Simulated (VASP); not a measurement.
Here is a VASP 6.6.1 calculation.

INCAR

```
SYSTEM = Ca3SbP
  ALGO = Normal
  EDIFF = 1E-6
  ENCUT = 520
  ISIF = 2
  ISMEAR = 0
  LASPH = .TRUE.
  LCHARG = .FALSE.
  LREAL = .FALSE.
  LWAVE = .FALSE.
  NBANDS = 28
  NELM = 80
  PREC = Accurate
  SIGMA = 0.05
```

The input KPOINTS:

```
k-points
0
G
  6 6 6
  0 0 0
```

Contents of POSCAR:

```
Ca3SbP
1.0
    5.3393199531      0.0000000000      0.0000000000
    0.0000000000      5.3393199531      0.0000000000
    0.0000000000      0.0000000000      5.3393199531
Ca Sb P
3 1 1
Direct
    0.0000000000      0.5000000000      0.5000000000
    0.5000000000      0.0000000000      0.5000000000
    0.5000000000      0.5000000000      0.0000000000
    0.0000000000      0.0000000000      0.0000000000
    0.5000000000      0.5000000000      0.5000000000
```

Potentials or basis: VASP PAW LDA potentials, release 64 (Ca_sv, Sb, P).

Run with:

```bash
$ cat potpaw_LDA.64/Ca_sv/POTCAR potpaw_LDA.64/Sb/POTCAR potpaw_LDA.64/P/POTCAR > POTCAR
$ mpirun -np 1 vasp_std > vasp.out
```

Task: Predict the pressure.

Result: -1.9 GPa.

Task: Estimate the band gap on the k mesh.

Result: 0.55 eV, direct.

Caveat: spin-orbit coupling is left out, which moves the levels of the heavy elements. A k mesh can miss the band edges.
